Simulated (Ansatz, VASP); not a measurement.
# One calculation of ZnO, two programs

INCAR

```
SYSTEM = ZnO
PREC = Accurate
ENCUT = 520
EDIFF = 1E-6
ISMEAR = -1
SIGMA = 0.05
LREAL = .False.
LASPH = .True.
NELM = 100
ALGO = Normal
ISIF = 2
LWAVE = .False.
LCHARG = .False.
GGA = PS
NBANDS = 26
```

Contents of KPOINTS:

```
regular mesh
0
Gamma
  9 9 5
  0 0 0
```

POSCAR

```
ZnO
1.0
    3.2053930491      0.0000000000      0.0000000000
   -1.6026965246      2.7759518096      0.0000000000
    0.0000000000      0.0000000000      5.1353529565
Zn O
2 2
Direct
    0.6666666667      0.3333333333      0.0000000000
    0.3333333333      0.6666666667      0.5000000000
    0.3333333333      0.6666666667      0.8790100000
    0.6666666667      0.3333333333      0.3790100000
```

Contents of input.yaml:

```yaml
crystal:
  lattice:
    - [3.2053930491, 0.0, 0.0]
    - [-1.6026965246, 2.7759518096, 0.0]
    - [0.0, 0.0, 5.1353529565]
  atoms:
    - { symbol: Zn, position: [0.6666666667, 0.3333333333, 0.0] }
    - { symbol: Zn, position: [0.3333333333, 0.6666666667, 0.5] }
    - { symbol: O, position: [0.3333333333, 0.6666666667, 0.87901] }
    - { symbol: O, position: [0.6666666667, 0.3333333333, 0.37901] }
kpoints:
  mp_grid: { grid: [9, 9, 5] }
scf:
  occupations: { method: fermi_dirac, width: 0.05 }
hamiltonian:
  xc: pbesol
  pseudopotentials: { kind: all_electron, lapw: { basis_error: 0.002 } }
output:
  forces: true
  stress: true
  eigenvalues: true
```

Change from the starting cell: volume scaled by 0.96.

Alike in both runs: task single point; functional PBEsol; k mesh 9 × 9 × 5; occupations fermi-dirac, width 0.05 eV; no spin polarisation.

|  | VASP | Ansatz |
| --- | --- | --- |
| version | VASP 6.6.1 | Ansatz 0.2.0 |
| potentials or method | VASP PAW PBE potentials, release 64 (Zn, O), cutoff 520 eV | all-electron LAPW, scalar-relativistic |

VASP gave:

| Item | Value |
| --- | --- |
| gap on the k mesh at the Fermi level (eV) | 0.74 |
| least direct gap on the mesh (eV) | 0.74 |
| pressure (GPa) | 5.8 |
| traceless stress, the component that is largest in VASP (GPa) | 1.29 |
| rms of the force components (eV/Å) | 0.046 |

Problem. What did Ansatz give for the same quantities?

Solution. gap on the k mesh at the Fermi level (eV): 0.77; least direct gap on the mesh (eV): 0.77; pressure (GPa): 4.7; traceless stress, the component that is largest in VASP (GPa): 1.25; rms of the force components (eV/Å): 0.044.

VASP's potentials were made for PBE, not for PBEsol. Atom by atom the forces differ by 0.002 eV/Å (rms over components). Ansatz ran all-electron here, and VASP with PAW potentials.
